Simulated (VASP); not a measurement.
A run of VASP 6.6.1 is set up as follows.

Contents of INCAR:

```
SYSTEM = Ti
PREC = Accurate
ENCUT = 520
EDIFF = 1E-6
ISMEAR = 0
SIGMA = 0.15
LREAL = .FALSE.
LASPH = .TRUE.
NELM = 60
ALGO = Normal
ISIF = 2
LWAVE = .FALSE.
LCHARG = .FALSE.
GGA = PS
NBANDS = 12
```

Contents of KPOINTS:

```
regular mesh
0
G
  20 20 20
  0 0 0
```

The input POSCAR:

```
Ti
1.0
    0.0000000000      1.9792500000      1.9792500000
    1.9792500000      0.0000000000      1.9792500000
    1.9792500000      1.9792500000      0.0000000000
Ti
1
Direct
    0.0000000000      0.0000000000      0.0000000000
```

Potentials or basis: VASP PAW PBE potentials, release 64 (Ti_sv).

Run with:

```bash
$ cat potpaw_PBE.64/Ti_sv/POTCAR > POTCAR
$ mpirun -np 1 vasp_std > vasp.out
```

**Question.** Estimate the pressure.

**Answer.** 9.1 GPa.

**Question.** What does it give for the band gap on the k mesh?

**Answer.** Zero (band 6 reaches 10.29 eV, above the bottom of band 7 at 8.93 eV).

Caveat: the cell differs from its parent crystal (strain -0.025 along x and y, -0.025 along z); the PAW data sets were made with another functional, which shifts forces and pressure a little.
